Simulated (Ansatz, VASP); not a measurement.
**One calculation of ZnC2, two programs**

INCAR

```
SYSTEM = ZnC2
ALGO = Normal
EDIFF = 1E-6
EDIFFG = -0.05
ENCUT = 600
GGA = PE
IBRION = 2
ISIF = 3
ISMEAR = 0
LASPH = .TRUE.
LCHARG = .FALSE.
LREAL = .FALSE.
LWAVE = .FALSE.
NELM = 60
NSW = 100
PREC = Accurate
SIGMA = 0.1
```

File KPOINTS:

```
k-points
0
G
  8 8 8
  0 0 0
```

File POSCAR:

```
ZnC2
1.0
   -1.6795373205      1.6795373205      2.7803697618
    1.6795373205     -1.6795373205      2.7803697618
    1.6795373205      1.6795373205     -2.7803697618
Zn C
1 2
Direct
    0.0000000000      0.0000000000      0.0000000000
    0.5978927200      0.5978927200      0.0000000000
    0.4021072800      0.4021072800      0.0000000000
```

Input for Ansatz:

```yaml
crystal:
  lattice:
    - [-1.6795373205, 1.6795373205, 2.7803697618]
    - [1.6795373205, -1.6795373205, 2.7803697618]
    - [1.6795373205, 1.6795373205, -2.7803697618]
  atoms:
    - { symbol: Zn, position: [0.0, 0.0, 0.0] }
    - { symbol: C, position: [0.59789272, 0.59789272, 0.0] }
    - { symbol: C, position: [0.40210728, 0.40210728, 0.0] }
basis:
  ecutwfc: 420
kpoints:
  mp_grid: { grid: [8, 8, 8] }
hamiltonian:
  xc: pbe
scf:
  occupations: { method: gaussian, width: 0.1 }
output:
  forces: true
  stress: true
  eigenvalues: true
relax:
  adjacent_minimum: "off"
  f_tol: 0.05
  max_steps: 80
  cell: { stress_tol: 0.5 }
```

Alike in both runs: task relaxation of cell and atoms; functional PBE; k mesh 8 × 8 × 8; occupations gaussian, width 0.1 eV; no spin polarisation.

|  | VASP | Ansatz |
| --- | --- | --- |
| version | VASP 6.6.1 | Ansatz 0.2.0 |
| potentials or method | VASP PAW PBE potentials, release 64 (Zn, C), cutoff 600 eV | scalar-relativistic, plane waves, PAW |
| valence electrons in the cell | 20 | 20 |

Ansatz gave:

| Item | Value |
| --- | --- |
| gap on the k mesh at the Fermi level, each at its own relaxed structure (eV) | 3.68 |
| relaxed volume (Å³/atom) | 15.01 |
| relaxed cell length with the largest relative difference (Å) | 3.909 |

Q: What did VASP give for the same quantities?

A: gap on the k mesh at the Fermi level, each at its own relaxed structure (eV): 3.68; relaxed volume (Å³/atom): 14.62; relaxed cell length with the largest relative difference (Å): 3.880.

Noted on VASP's run: the volume moved by over 15 % at a fixed basis, so the end points are rough.
